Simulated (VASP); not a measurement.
# BeSi3Hg2 (P6/mmm) in VASP: relaxation of cell and atoms with PBE

Aim: the relaxation of cell and atoms of BeSi3Hg2 with PBE.

Program: VASP 6.6.1. These are calculated values, not measurements. Logs are shortened: lines on timing, memory, paths and dates and some standing lists are left out, and cuts for length are marked.

### 1 The cell of the first run

It takes space group P6/mmm (No. 191, hexagonal). The conventional cell has a = 5.756 Å, b = 5.756 Å, c = 3.505 Å, α = 90.00°, β = 90.00°, γ = 120.00°. Be (site symmetry 6/mmm) has 6 Hg at 3.32 Å and 12 Si at 3.37 Å and 2 Be at 3.51 Å within 4.4 Å. Within 3.2 Å of Si (site symmetry mmm) lie 4 Hg at 2.42 Å and 4 Si at 2.88 Å. Hg (site symmetry -6m2) has 6 Si at 2.42 Å and 5 Hg at 3.32 to 3.51 Å and 3 Be at 3.32 Å within 3.6 Å.

### 2 Relaxation of cell and atoms, PBE

INCAR reads:

```
PREC = Accurate
ENCUT = 550
EDIFF = 1E-7
ISMEAR = 0
SIGMA = 0.1
LREAL = F
LASPH = T
NELM = 120
ALGO = Normal
ISIF = 3
LWAVE = F
LCHARG = F
GGA = PE
IBRION = 2
NSW = 90
EDIFFG = -0.04
GGA_COMPAT = F
NELMIN = 4
```

KPOINTS reads:

```
regular mesh
0
Gamma
  6 6 6
```

POSCAR reads:

```
BeSi3Hg2
1.0
    5.7564301925      0.0000000000      0.0000000000
   -2.8782150962      4.9852147817      0.0000000000
    0.0000000000      0.0000000000      3.5051932808
Be Si Hg
1 3 2
Direct
    0.0000000000      0.0000000000      0.0000000000
    0.5000000000      0.0000000000      0.5000000000
    0.5000000000      0.5000000000      0.5000000000
    0.0000000000      0.5000000000      0.5000000000
    0.3333333333      0.6666666667      0.0000000000
    0.6666666667      0.3333333333      0.0000000000
```

Potentials or basis: VASP PAW PBE potentials, release 64 (Be, Si, Hg_sv_GW).

On the command line:

```bash
> cat potpaw_PBE.64/Be/POTCAR potpaw_PBE.64/Si/POTCAR potpaw_PBE.64/Hg_sv_GW/POTCAR > POTCAR
> mpirun -np 1 vasp_std > vasp.out
```

OUTCAR:

```text
PREC = Accurate
   ENCUT = 550
   EDIFF = 1E-7
   ISMEAR = 0
   LREAL = F
   LASPH = T
   NELM = 120
   ISIF = 3
   GGA = PE
   IBRION = 2
   NSW = 90
   EDIFFG = -0.04
   NELMIN = 4

 ion  position               nearest neighbor table
   1  0.000  0.000  0.000-
   2  0.500  0.000  0.500-   5 2.42   6 2.42   5 2.42   6 2.42   3 2.88   3 2.88   4 2.88   4 2.88

   3  0.500  0.500  0.500-   5 2.42   6 2.42   5 2.42   6 2.42   2 2.88   2 2.88   4 2.88   4 2.88

   4  0.000  0.500  0.500-   5 2.42   6 2.42   5 2.42   6 2.42   2 2.88   2 2.88   3 2.88   3 2.88

   5  0.333  0.667  0.000-   2 2.42   2 2.42   4 2.42   4 2.42   3 2.42   3 2.42
   6  0.667  0.333  0.000-   2 2.42   2 2.42   4 2.42   4 2.42   3 2.42   3 2.42

  LATTYP: Found a hexagonal cell.
 ALAT       =     5.7564301925
 C/A-ratio  =     0.6089178820

  Lattice vectors:

 A1 = (   5.7564301925,   0.0000000000,   0.0000000000)
 A2 = (  -2.8782150962,   4.9852147817,   0.0000000000)
 A3 = (   0.0000000000,   0.0000000000,   3.5051932808)

Analysis of symmetry for initial positions (statically):
=====================================================================
 Subroutine PRICEL returns:
 Original cell was already a primitive cell.

 Routine SETGRP: Setting up the symmetry group for a
 hexagonal supercell.

 Subroutine GETGRP returns: Found 24 space group operations
 (whereof 24 operations were pure point group operations)
 out of a pool of 24 trial point group operations.

The static configuration has the point symmetry D_6h.

Analysis of symmetry for dynamics (positions and initial velocities):
=====================================================================
 Subroutine PRICEL returns:
 Original cell was already a primitive cell.

 Routine SETGRP: Setting up the symmetry group for a
 hexagonal supercell.

 Subroutine GETGRP returns: Found 24 space group operations
 (whereof 24 operations were pure point group operations)
 out of a pool of 24 trial point group operations.

The dynamic configuration has the point symmetry D_6h.

 Subroutine INISYM returns: Found 24 space group operations
 (whereof 24 operations are pure point group operations),
 and found     1 'primitive' translations

----------------------------------------------------------------------------------------

[... 91 lines left out ...]
   PREC   = accura    normal or accurate (medium, high low for compatibility)
   ISTART =      0    job   : 0-new  1-cont  2-samecut
   ICHARG =      2    charge: 1-file 2-atom 10-const
   ISPIN  =      1    spin polarized calculation?
   LNONCOLLINEAR =      F non collinear calculations
   LSORBIT =      F    spin-orbit coupling
   LASPH  =      T    aspherical Exc in radial PAW
   ENCUT  =  550.0 eV  40.42 Ry    6.36 a.u.  11.01 11.01  6.70*2*pi/ulx,y,z
   NELM   =    120;   NELMIN=  4; NELMDL= -5     # of ELM steps
   EDIFF  = 0.1E-06   stopping-criterion for ELM
   LREAL  =      F    real-space projection
   EDIFFG = -.4E-01   stopping-criterion for IOM
   NSW    =     90    number of steps for IOM
   IBRION =      2    ionic relax: 0-MD 1-quasi-New 2-CG
   NFREE  =      1    steps in history (QN), initial steepest desc. (CG)
   ISIF   =      3    stress and relaxation
   ISYM   =      2    0-nonsym 1-usesym 2-fastsym
   POTIM  = 0.5000    time-step for ionic-motion
   TEBEG  =    0.0;   TEEND  =   0.0 temperature during run
   PSTRESS=    0.0 pullay stress
   NELECT =      54.0000    total number of electrons
   NUPDOWN=      -1.0000    fix difference up-down
   EMIN   =  10.00;   EMAX   =-10.00  energy-range for DOS
   EFERMI =   0.00;   METHOD = LEGACY
   ISMEAR =     0;   SIGMA  =   0.10  broadening in eV -4-tet -1-fermi 0-gaus
   EFERMI_NEDOS =   21; number of points for ismear=-14 and -15
   IALGO  =     38    algorithm
   IMIX   =      4    mixing-type and parameters
     AMIX     =   0.40;   BMIX     =  1.00
     AMIX_MAG =   1.60;   BMIX_MAG =  1.00
  volume/ion in A,a.u.               =      16.76       113.13
  Fermi-wavevector in a.u.,A,eV,Ry     =   1.330525  2.514328 24.086352  1.770297
  Thomas-Fermi vector in A             =   2.459605
   LORBIT       =      0    0 simple, 1 ext, 2 COOP (PROOUT), +10 PAW based schemes
   GGA     = PE    functional components
   LHFCALC =     F    Hartree Fock is set to
   AEXX    =    0.0000 exact exchange contribution
   IVDW    =     0    specifies the selected vdW correction
   LEPSILON=     F    determine dielectric tensor
   LRPA    =     F    only Hartree local field effects (RPA)
 conjugate gradient relaxation of ions
 non-spin polarized calculation
 Gauss-broadening in eV      SIGMA  =   0.10
  energy-cutoff  :      550.00
  volume of cell :      100.59
 maximum number of plane-waves:      2985
 NGX is ok and might be reduce to    48
   NGX = 21   NGY = 21   NGZ = 13

--------------------------------------- Ionic step        1  -------------------------------------------

 number of electron      54.0000016 magnetization

 Free energy of the ion-electron system (eV)
  ---------------------------------------------------
  ext. energy  EPLUGINS =         0.00000000
  ---------------------------------------------------
  free energy    TOTEN  =       -10.30052004 eV

  energy without entropy =      -10.29242164  energy(sigma->0) =      -10.29647084

------------------------ aborting loop because EDIFF is reached ----------------------------------------

  FORCE on cell =-STRESS in cart. coord.  units (eV):
  Direction    XX          YY          ZZ          XY          YZ          ZX
  --------------------------------------------------------------------------------------
  -------------------------------------------------------------------------------------
  Total       15.2936592     15.2936592     36.1566498      0.0000000     -0.0000000     -0.0000000
  in kB      243.5975431    243.5975431    575.9034479      0.0000000     -0.0000000     -0.0000000
  external PRESSURE =     354.3661780 kB  Pullay stress =       0.0000000 kB
[... 1800 lines left out ...]
     31       7.9784      0.00000
     32       8.0793      0.00000

 [... further k-points ...]

[... ionic steps 4 to 18 ...]

--------------------------------------- Ionic step       19  -------------------------------------------

 number of electron      53.9999994 magnetization

------------------------ aborting loop because EDIFF is reached ----------------------------------------
[... 75 lines left out ...]
--------------------------------------- Ionic step       21  -------------------------------------------

 number of electron      54.0000008 magnetization

 Free energy of the ion-electron system (eV)
  ---------------------------------------------------
  ext. energy  EPLUGINS =         0.00000000
  ---------------------------------------------------
  free energy    TOTEN  =       -15.27134582 eV

  energy without entropy =      -15.25042533  energy(sigma->0) =      -15.26088557

 E-fermi :   6.8180     XC(G=0): -10.5720

 val. band max:        6.8055764338   @ k =   0.1667   0.0000   0.0000
 cond. band min:       6.8279655780   @ k =   0.5000   0.0000   0.0000
 fundamental gap:      0.0223891442
 Fermi energy:         6.8179822299
[... 873 lines left out ...]
  FREE ENERGIE OF THE ION-ELECTRON SYSTEM (eV)
  ---------------------------------------------------
  free  energy   TOTEN  =       -15.2713458175 eV

  energy  without entropy=      -15.2504253266  energy(sigma->0) =      -15.26088557

 reached required accuracy - stopping structural energy minimisation
```

CONTCAR:

```text
BeSi3Hg2
   1.00000000000000
     5.0321949562653296   -0.0000000000109250   -0.0000000000000000
    -2.5160974780984162    4.3580086688692852   -0.0000000000000001
    -0.0000000000000000   -0.0000000000000000    5.1076917371318373
  Be              Si              Hg
     1     3     2
Direct
     0.0000000000000000    0.0000000000000000    0.0000000000000000
     0.5000000000000000    0.0000000000000000    0.5000000000000000
     0.5000000000000000    0.5000000000000000    0.5000000000000000
     0.0000000000000000    0.5000000000000000    0.5000000000000000
     0.3333333332999970    0.6666666667000030    0.0000000000000000
     0.6666666667000030    0.3333333332999970    0.0000000000000000

  0.00000000E+00  0.00000000E+00  0.00000000E+00
  0.00000000E+00  0.00000000E+00  0.00000000E+00
  0.00000000E+00  0.00000000E+00  0.00000000E+00
  0.00000000E+00  0.00000000E+00  0.00000000E+00
  0.00000000E+00  0.00000000E+00  0.00000000E+00
  0.00000000E+00  0.00000000E+00  0.00000000E+00
```

It took 19 min on 1 thread of Intel Xeon 6975P-C (Granite Rapids), shared host; peak memory 0.32 GiB.

What came out:

* Free energy: -15.2713 eV
* Relaxed volume: 18.67 Å³/atom
* Relaxed cell: a = 5.032 Å, b = 5.032 Å, c = 5.108 Å, α = 90.00°, β = 90.00°, γ = 120.00°
* Space group after relaxing (to 0.1 Å): P6/mmm (No. 191)
* Energy gained by relaxing: 828.5 meV/atom
* Ionic steps: 21
* Pressure after relaxing: 0.0 GPa
* Band gap on the k mesh: zero (bands 27 and 28 overlap by 2.95 eV)

Step by step:
```csv
step,energy change (eV),largest force (eV/Å),pressure (GPa),volume (Å³)
1,0.0000,0.0000,35.44,100.59
2,-2.4196,0.0000,-7.55,163.72
3,-3.2382,0.0000,-1.05,133.64
4,-3.2372,0.0000,-1.36,134.36
5,-3.3789,0.0000,-0.93,132.11
6,-3.6130,0.0000,-0.22,128.12
7,-4.1323,0.0000,1.51,119.51
8,-4.6190,0.0000,11.70,100.37
9,-4.7905,0.0000,6.48,106.57
10,-4.7558,0.0000,8.40,103.98
11,-4.7974,0.0000,7.63,104.11
12,-4.8313,0.0000,5.75,104.34
13,-4.8404,0.0000,6.44,104.27
14,-4.8416,0.0000,6.24,104.30
15,-4.8755,0.0000,5.29,105.22
16,-4.9404,0.0000,2.64,108.03
17,-4.9648,0.0000,-1.26,113.74
18,-4.9695,0.0000,-0.33,112.17
19,-4.9695,0.0000,-0.23,112.01
20,-4.9699,0.0000,-0.16,112.01
21,-4.9708,0.0000,0.03,112.01
```

Final structure:
```cif
data_structure
_symmetry_space_group_name_H-M 'P 1'
_symmetry_Int_Tables_number 1
_cell_length_a 5.0322
_cell_length_b 5.0322
_cell_length_c 5.1077
_cell_angle_alpha 90.000
_cell_angle_beta 90.000
_cell_angle_gamma 120.000
_cell_volume 112.01
loop_
_atom_site_label
_atom_site_type_symbol
_atom_site_fract_x
_atom_site_fract_y
_atom_site_fract_z
_atom_site_occupancy
Be1 Be 0.00000 0.00000 0.00000 1
Si1 Si 0.50000 0.00000 0.50000 1
Si2 Si 0.50000 0.50000 0.50000 1
Si3 Si 0.00000 0.50000 0.50000 1
Hg1 Hg 0.33333 0.66667 0.00000 1
Hg2 Hg 0.66667 0.33333 0.00000 1
```

Caveat: a cell axis changed by over 15 % at a fixed basis, so the end point is rough; spin-orbit coupling is left out, which moves the levels of the heavy elements.

The gap in the log of VASP goes by the Fermi energy; the results here count the filled bands.